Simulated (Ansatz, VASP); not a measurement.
# Two plane-wave programs on NaCl

The input POSCAR:

```
NaCl
1.0
    2.7448936982      2.7448936982      0.0000000000
   -2.7448936982      2.7448936982      0.0000000000
    0.0000000000      2.7448936982      2.7448936982
Na Cl
1 1
Direct
    0.0000000000      0.0000000000      0.0000000000
    0.5000000000      0.5000000000      0.0000000000
```

INCAR.step1

```
SYSTEM = NaCl
PREC = Accurate ; ENCUT = 550
ISMEAR = 0 ; SIGMA = 0.01
LREAL = .False. ; LASPH = .True.
NELM = 120 ; NBANDS = 14
GGA = PE ; ALGO = Normal
EDIFF = 1E-5 ; LWAVE = .True.
LCHARG = .False. ; GGA_COMPAT = .False.
```

INCAR.step2

```
SYSTEM = NaCl
PREC = Accurate ; ENCUT = 550
EDIFF = 1E-6 ; ISMEAR = 0
SIGMA = 0.01 ; LREAL = .False.
LASPH = .True. ; NELM = 120
ALGO = Normal ; ISIF = 2
LWAVE = .False. ; LCHARG = .True.
METAGGA = R2SCAN ; LMIXTAU = .True.
LELF = .True. ; LVHAR = .True.
NBANDS = 14 ; ISTART = 1
GGA_COMPAT = .False.
```

File KPOINTS:

```
Automatic mesh
0
Gamma
  8 8 8
  0 0 0
```

Input for Ansatz:

```yaml
crystal:
  lattice:
    - [2.74489369824, 2.74489369824, 0.0]
    - [-2.74489369824, 2.74489369824, 0.0]
    - [0.0, 2.74489369824, 2.74489369824]
  atoms:
    - { symbol: Na, position: [0.0, 0.0, 0.0] }
    - { symbol: Cl, position: [0.5, 0.5, 0.0] }
kpoints:
  mp_grid: { grid: [8, 8, 8] }
scf:
  occupations: { method: fixed }
  convergence: { dr2_threshold: 1.0e-10 }
hamiltonian:
  xc: r2scan
  pseudopotentials: { kind: paw }
output:
  forces: true
  stress: true
  eigenstates:
    kpoints:
      - [0.0, 0.0, 0.0]
      - [-0.5, -0.5, -0.5]
      - [-0.5, 0.5, 0.0]
      - [0.0, 0.0, -0.5]
      - [0.0, -0.5, -0.5]
      - [0.0, 0.5, 0.0]
      - [-0.5, 0.0, 0.0]
      - [-0.5, 0.0, -0.5]
  eigenvalues: true
```

Alike in both runs: task single point; functional r2SCAN; k mesh 8 × 8 × 8; no spin polarisation.

|  | VASP | Ansatz |
| --- | --- | --- |
| version | VASP 6.6.1 | Ansatz 0.2.0 |
| potentials or method | VASP PAW PBE potentials, release 64 (Na_pv, Cl) | PAW with Ansatz's default frozen-core files, scalar-relativistic |
| plane-wave cutoff (eV) | 550 | 500 |
| occupations | gaussian, width 0.01 eV | fixed |
| valence electrons in the cell | 14 | 16 |

|  | VASP | Ansatz | Ansatz less VASP |
| --- | --- | --- | --- |
| gap on the k mesh at the Fermi level (eV) | 6.28 | 6.25 | -0.024 |
| pressure (GPa) | 1.8 | 2.0 | +0.27 |

VASP's potentials were made for PBE, not for r2SCAN. VASP's potentials hold 14 valence electrons a cell and Ansatz's 16, so a difference there can come from the potentials and not from the codes.
